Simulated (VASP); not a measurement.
Pb, 1 atom in the cell. Symmetry: Im-3m, No. 229, cubic system. The conventional cell has a = 3.959 Å, b = 3.959 Å, c = 3.959 Å, α = 90.00°, β = 90.00°, γ = 90.00°. Within 4.5 Å of Pb (site symmetry m-3m) lie 14 Pb at 3.43 to 3.96 Å. This isn't the form of Pb at room conditions, which is fcc.

| Quantity | Value |
| --- | --- |
| Program | VASP 6.6.1 |
| Task | single point |
| Functional | LDA |
| Potentials or basis | VASP PAW LDA potentials, release 64 (Pb_d) |
| Cutoff | 500 eV |
| k mesh | 8 × 8 × 8 |
| Occupations | methfessel-paxton, width 0.15 eV |
| Spin | no spin polarisation |
| Dipole correction | no |
| Further INCAR settings | ALGO = Normal; EDIFF = 1e-06; NBANDS = 13 |

Potentials or basis: VASP PAW LDA potentials, release 64 (Pb_d).

Run with:

```bash
$ cat potpaw_LDA.64/Pb_d/POTCAR > POTCAR
$ mpirun -np 1 vasp_std > vasp.out
```

Hardware: 1 thread of Intel(R) Xeon(R) Platinum 8481C CPU @ 2.70GHz (Sapphire Rapids), with other jobs on the host.

Q: Estimate the wall time of this run.

A: Wall time 4 s on 1 thread of Intel(R) Xeon(R) Platinum 8481C CPU @ 2.70GHz (Sapphire Rapids), with other jobs on the host, peak memory 0.14 GiB. Counts: scf iterations 9, k points 29.
